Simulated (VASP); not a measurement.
# LiH in VASP: a series of runs, part 2 of 2

VASP 6.6.1.

### 4 Single point, PBE

This run uses another cell than the first one.

Contents of INCAR:

```
PREC = Accurate
ENCUT = 650
EDIFF = 1E-6
ISMEAR = 0
SIGMA = 0.01
LREAL = False
LASPH = True
NELM = 120
ALGO = Normal
ISIF = 2
LWAVE = False
LCHARG = False
LDIPOL = True
IDIPOL = 3
DIPOL = 0.5 0.5 0.296
GGA = PE
NBANDS = 9
GGA_COMPAT = False
NELMDL = -8
```

Contents of KPOINTS:

```
Automatic mesh
0
Gamma
  12 12 1
```

Contents of POSCAR:

```
LiH
1.0
    3.0782453296     -0.0000003418      0.0000000000
   -1.5391223688      2.6658388255      0.0000000000
    0.0000000000      0.0000000000     25.3271890000
Li H
1 1
Direct
    0.3333333333      0.6666666667      0.2961188467
    0.0000000000      0.0000000000      0.2961300602
```

Potentials or basis: VASP PAW PBE potentials, release 64 (Li_sv, H).

Started as:

```bash
cat potpaw_PBE.64/Li_sv/POTCAR potpaw_PBE.64/H/POTCAR > POTCAR
mpirun -np 1 vasp_std > vasp.out
```

OUTCAR:

```text
PREC = Accurate
   ENCUT = 650
   EDIFF = 1E-6
   ISMEAR = 0
   LREAL = False
   LASPH = True
   NELM = 120
   ISIF = 2
   GGA = PE
   NELMDL = -8

 ion  position               nearest neighbor table
   1  0.333  0.667  0.296-
   2  0.000  0.000  0.296-

  LATTYP: Found a hexagonal cell.
 ALAT       =     3.0782453296
 C/A-ratio  =     8.2278006748

  Lattice vectors:

 A1 = (   3.0782453296,  -0.0000003418,   0.0000000000)
 A2 = (  -1.5391223688,   2.6658388255,   0.0000000000)
 A3 = (   0.0000000000,   0.0000000000,  25.3271890000)

Analysis of symmetry for initial positions (statically):
=====================================================================
 Subroutine PRICEL returns:
 Original cell was already a primitive cell.

 Routine SETGRP: Setting up the symmetry group for a
 hexagonal supercell.

 Subroutine GETGRP returns: Found  6 space group operations
 (whereof  6 operations were pure point group operations)
 out of a pool of 24 trial point group operations.

The static configuration has the point symmetry C_3v.

Analysis of symmetry for dynamics (positions and initial velocities):
=====================================================================
 Subroutine PRICEL returns:
 Original cell was already a primitive cell.

 Routine SETGRP: Setting up the symmetry group for a
 hexagonal supercell.

 Subroutine GETGRP returns: Found  6 space group operations
 (whereof  6 operations were pure point group operations)
 out of a pool of 24 trial point group operations.

The dynamic configuration has the point symmetry C_3v.

 Subroutine INISYM returns: Found  6 space group operations
 (whereof  6 operations are pure point group operations),
 and found     1 'primitive' translations

----------------------------------------------------------------------------------------

                                     Primitive cell

  volume of cell :     207.8376
[... 113 lines left out ...]
   LRPA    =     F    only Hartree local field effects (RPA)
 non-spin polarized calculation
 Gauss-broadening in eV      SIGMA  =   0.01
  energy-cutoff  :      650.00
  volume of cell :      207.84
 maximum number of plane-waves:      7883
 NGX is ok and might be reduce to    28
   NGX = 13   NGY = 13   NGZ =105

 dipolmoment           0.000000      0.000000     -0.000002 electrons x Angstroem

 number of electron       4.0000001 magnetization

 dipolmoment           0.000000      0.000000      0.000086 electrons x Angstroem

 Free energy of the ion-electron system (eV)
  ---------------------------------------------------
  ext. energy  EPLUGINS =         0.00000000
  ---------------------------------------------------
  free energy    TOTEN  =        -5.78942906 eV

  energy without entropy =       -5.78942906  energy(sigma->0) =       -5.78942906

 E-fermi :  -4.8122     XC(G=0):  -1.1753

 val. band max:       -4.9830534067   @ k =   0.3333   0.3333   0.0000
 cond. band min:      -1.5101197777   @ k =   0.0000   0.0000   0.0000
 fundamental gap:      3.4729336290
 Fermi energy:        -4.8122065140

 k-point     1 :       0.0000    0.0000    0.0000
  band No.  band energies     occupation
      1     -48.4028      2.00000
      2      -6.8702      2.00000
      3      -1.5101      0.00000
      4       0.0914      0.00000
      5       0.4929      0.00000
      6       0.6010      0.00000
      7       1.4642      0.00000
      8       1.4758      0.00000
      9       2.9214      0.00000
[... 205 lines left out ...]
 k-point    19 :       0.3333    0.3333    0.0000
  band No.  band energies     occupation
      1     -48.3876      2.00000
      2      -4.9831      2.00000
      3       0.7709      0.00000
      4       4.3194      0.00000
      5       4.8570      0.00000
      6       5.5133      0.00000
      7       6.1268      0.00000
      8       6.9824      0.00000
      9       7.2507      0.00000

------------------------ aborting loop because EDIFF is reached ----------------------------------------

 vacuum level on the upper side and lower side of the slab       (xc-potential included)        -0.006        -0.008

  FORCE on cell =-STRESS in cart. coord.  units (eV):
  Direction    XX          YY          ZZ          XY          YZ          ZX
  --------------------------------------------------------------------------------------
  -------------------------------------------------------------------------------------
  Total       -0.0135904     -0.0135904     -0.0267474      0.0000000      0.0000000      0.0000000
  in kB       -0.1047654     -0.1047654     -0.2061900      0.0000000      0.0000000      0.0000000
  external PRESSURE =      -0.1385736 kB  Pullay stress =       0.0000000 kB

 VOLUME and BASIS-vectors are now :
 -----------------------------------------------------------------------------
  energy-cutoff  :      650.00
  volume of cell :      207.84
      direct lattice vectors                 reciprocal lattice vectors
     3.078245330 -0.000000342  0.000000000     0.324860418  0.187558202  0.000000000
    -1.539122369  2.665838825  0.000000000     0.000000042  0.375116475  0.000000000
     0.000000000  0.000000000 25.327189000     0.000000000  0.000000000  0.039483260

 POSITION                                       TOTAL-FORCE (eV/Angst)
 -----------------------------------------------------------------------------------
      0.00000      1.77723      7.49986        -0.000000      0.000000      0.000528
      0.00000      0.00000      7.50014         0.000000     -0.000000     -0.000528
 -----------------------------------------------------------------------------------
    total drift:                                0.000001     -0.000000      0.000006

  FREE ENERGIE OF THE ION-ELECTRON SYSTEM (eV)
  ---------------------------------------------------
  free  energy   TOTEN  =        -5.7894290564 eV

  energy  without entropy=       -5.7894290564  energy(sigma->0) =       -5.78942906

 vacuum level on the upper side and lower side of the slab         0.340         0.338
```

Run time: 86 s. Hardware: 1 thread of Intel Xeon Platinum 8488C (Sapphire Rapids), shared host; peak memory 0.39 GiB.

Results:

```
Free energy            : -5.7894 eV
Band gap on the k mesh : 3.47 eV (least direct gap 5.36 eV)
```

Levels at points of the mesh, in eV from the valence-band top:
```csv
k point,band 1,band 2,band 3,band 4,band 5
"(0.00, 0.00, 0.00)",-43.42,-1.89,3.47,5.07,5.48
"(0.50, 0.00, 0.00)",-43.41,-0.36,6.14,8.36,9.09
```
